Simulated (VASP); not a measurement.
Wanted: the native input for a VASP 6.6.1 run.

| Property | Result |
| --- | --- |
| Task | single point |
| Functional | PBE |
| Dispersion | D3(BJ) |
| Potentials or basis | VASP PAW PBE potentials, release 64 (Co, O) |
| Cutoff | 520 eV |
| k mesh | 12 × 12 × 12 |
| Occupations | gaussian, width 0.02 eV |
| Spin | collinear spin, antiferromagnetic start |
| Starting moments | [-2.56, 2.56, 0.0, 0.0] μB |
| Hubbard terms | Co d U = 3.32 eV |
| Dipole correction | no |
| Further INCAR settings | ALGO = Normal; EDIFF = 1e-06; NBANDS = 27 |

The structure of CoO lies in POSCAR:

```
CoO
1.0
    1.6251994128      0.9383093184      5.2402609011
   -1.6251994128      0.9383093184      5.2402609011
    0.0000000000     -1.8766186369      5.2402609011
Co O
2 2
Direct
    0.9995165470      0.9995165470      0.9995165470
    0.4995163861      0.4995163861      0.4995163861
    0.3754830150      0.3754830150      0.3754830150
    0.8754834019      0.8754834019      0.8754834019
```

One way to write it, as run:

INCAR

```
ALGO = Normal
EDIFF = 1E-6
ENCUT = 520
GGA = PE
ISIF = 2
ISMEAR = 0
ISPIN = 2
IVDW = 12
LASPH = True
LCHARG = False
LDAU = True
LDAUJ = 0 0
LDAUL = 2 -1
LDAUPRINT = 1
LDAUTYPE = 2
LDAUU = 3.32 0
LMAXMIX = 4
LORBIT = 11
LREAL = False
LWAVE = False
MAGMOM = -2.56 2.56 0 0
NBANDS = 27
NELM = 150
PREC = Accurate
SIGMA = 0.02
```

KPOINTS

```
k-points
0
Gamma
  12 12 12
```

Potentials or basis: VASP PAW PBE potentials, release 64 (Co, O).

Launch:

```sh
$ cat potpaw_PBE.64/Co/POTCAR potpaw_PBE.64/O/POTCAR > POTCAR
$ mpirun -np 1 vasp_std > vasp.out
```

It gave:

| Quantity | Value |
| --- | --- |
| Pressure | -1.7 GPa |
| Largest force | 0.005 eV/Å |
| Band gap on the k mesh | 1.08 eV |
| Net moment | 0.00 μB per cell |
| Site moments | Co -2.62, +2.62; O -0.08, +0.08 μB |
| Valence electrons inside the program's atomic spheres | Co 7.93; O 5.01 |
| Dispersion energy per atom | -0.209 eV |

It took 47 min on 1 thread of Intel Xeon 8259CL, with other jobs on the host, peak memory 0.57 GiB.
